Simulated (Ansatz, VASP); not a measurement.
AlGa3N4: VASP beside Ansatz

```
CELL_PARAMETERS angstrom
4.43759 0.00000 0.00000
0.00000 4.43759 0.00000
0.00000 0.00000 4.43759
ATOMIC_POSITIONS crystal
Al 0.00000 0.00000 0.00000
Ga 0.50000 0.50000 0.00000
Ga 0.50000 0.00000 0.50000
Ga 0.00000 0.50000 0.50000
N 0.75505 0.75505 0.24495
N 0.75505 0.24495 0.75505
N 0.24495 0.75505 0.75505
N 0.24495 0.24495 0.24495
```

Alike in both runs: functional PBEsol; k mesh 6 × 6 × 6; no spin polarisation.

Ansatz relaxed the structure, and its values are those at the end. VASP's run is a single point on that final structure, the one shown.

|  | VASP | Ansatz |
| --- | --- | --- |
| version | VASP 6.6.1 | Ansatz 0.2.0 |
| potentials or method | VASP PAW PBE potentials, release 64 (Al, Ga_d, N), cutoff 520 eV | scalar-relativistic, plane waves, PAW |
| occupations | gaussian, width 0.01 eV | fixed |
| valence electrons in the cell | 62 | 62 |

```csv
,VASP,Ansatz,Ansatz less VASP
gap on the k mesh at the Fermi level (eV),2.45,2.43,-0.020
least direct gap on the mesh (eV),2.45,2.43,-0.020
pressure (GPa),3.9,4.0,+0.16
rms of the force components (eV/Å),0.005,0.000,-0.0047
```

VASP's potentials were made for PBE, not for PBEsol. Ansatz's warnings: stress scf threshold loose.
